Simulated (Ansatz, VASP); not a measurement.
## Two plane-wave programs on Mo

```
CELL_PARAMETERS angstrom
2.83797 0.00000 0.00000
-1.41899 2.45776 0.00000
0.00000 0.00000 9.13430
ATOMIC_POSITIONS crystal
Mo 0.00000 0.00000 0.00000
Mo 0.00000 0.00000 0.50000
Mo 0.33333 0.66667 0.75000
Mo 0.66667 0.33333 0.25000
```

Alike in both runs: task relaxation of cell and atoms; functional PBE; k mesh 9 × 9 × 2; occupations gaussian, width 0.1 eV; no spin polarisation.

|  | VASP | Ansatz |
| --- | --- | --- |
| version | VASP 6.6.1 | Ansatz 0.2.0 |
| potentials or method | VASP PAW PBE potentials, release 64 (Mo_sv), cutoff 600 eV | scalar-relativistic, plane waves, PAW |
| valence electrons in the cell | 56 | 56 |

|  | VASP | Ansatz | Ansatz less VASP |
| --- | --- | --- | --- |
| gap on the k mesh at the Fermi level, each at its own relaxed structure (eV) | none | none | - |
| relaxed volume (Å³/atom) | 16.07 | 16.04 | -0.027 |
| relaxed cell length with the largest relative difference (Å) | 9.640 | 9.661 | +0.0208 |

A gap of «none» marks a metal or a gap that the smearing closes.
